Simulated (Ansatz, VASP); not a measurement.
## One calculation of Al2Pt, two programs

The input POSCAR:

```
Al2Pt
1.0
    0.0000000000      2.9550000000      2.9550000000
    2.9550000000      0.0000000000      2.9550000000
    2.9550000000      2.9550000000      0.0000000000
Al Pt
2 1
Direct
    0.2500000000      0.2500000000      0.2500000000
    0.7500000000      0.7500000000      0.7500000000
    0.0000000000      0.0000000000      0.0000000000
```

Contents of INCAR.step1:

```
SYSTEM = Al2Pt
PREC = Accurate ; ENCUT = 520
ISMEAR = -1 ; SIGMA = 0.1
LREAL = .FALSE. ; LASPH = .TRUE.
NELM = 80 ; NBANDS = 15
GGA = PE ; ALGO = Normal
EDIFF = 1E-4 ; LWAVE = .TRUE.
LCHARG = .FALSE.
```

File INCAR.step2:

```
SYSTEM = Al2Pt
PREC = Accurate ; ENCUT = 520
EDIFF = 1E-6 ; ISMEAR = -1
SIGMA = 0.1 ; LREAL = .FALSE.
LASPH = .TRUE. ; NELM = 80
ALGO = Normal ; ISIF = 2
LWAVE = .FALSE. ; LCHARG = .FALSE.
METAGGA = R2SCAN ; LMIXTAU = .TRUE.
NBANDS = 15 ; ISTART = 1
```

KPOINTS

```
regular mesh
0
G
  10 10 10
  0 0 0
```

Input for Ansatz:

```yaml
crystal:
  lattice:
    - [0.0, 2.955, 2.955]
    - [2.955, 0.0, 2.955]
    - [2.955, 2.955, 0.0]
  atoms:
    - { symbol: Al, position: [0.25, 0.25, 0.25] }
    - { symbol: Al, position: [0.75, 0.75, 0.75] }
    - { symbol: Pt, position: [0.0, 0.0, 0.0] }
basis:
  ecutwfc: 761.918814887664
  xc_grid: 2
kpoints:
  mp_grid:
    grid: [10, 10, 10]
hamiltonian:
  xc: r2scan
scf:
  max_iter: 150
  occupations:
    method: fermi_dirac
output:
  stress: true
```

Alike in both runs: task single point; functional r2SCAN; k mesh 10 × 10 × 10; no spin polarisation.

|  | VASP | Ansatz |
| --- | --- | --- |
| version | VASP 6.6.1 | Ansatz 0.2.0 |
| potentials or method | VASP PAW PBE potentials, release 64 (Al, Pt), cutoff 520 eV | plane waves, PAW |
| occupations | fermi-dirac, width 0.1 eV | fermi-dirac |
| valence electrons in the cell | 16 | 24 |

|  | VASP | Ansatz | Ansatz less VASP |
| --- | --- | --- | --- |
| pressure (GPa) | -0.7 | -0.4 | +0.24 |

VASP's potentials were made for PBE, not for r2SCAN. VASP's potentials hold 16 valence electrons a cell and Ansatz's 24, so a difference there can come from the potentials and not from the codes.

Spin-orbit coupling is off throughout.
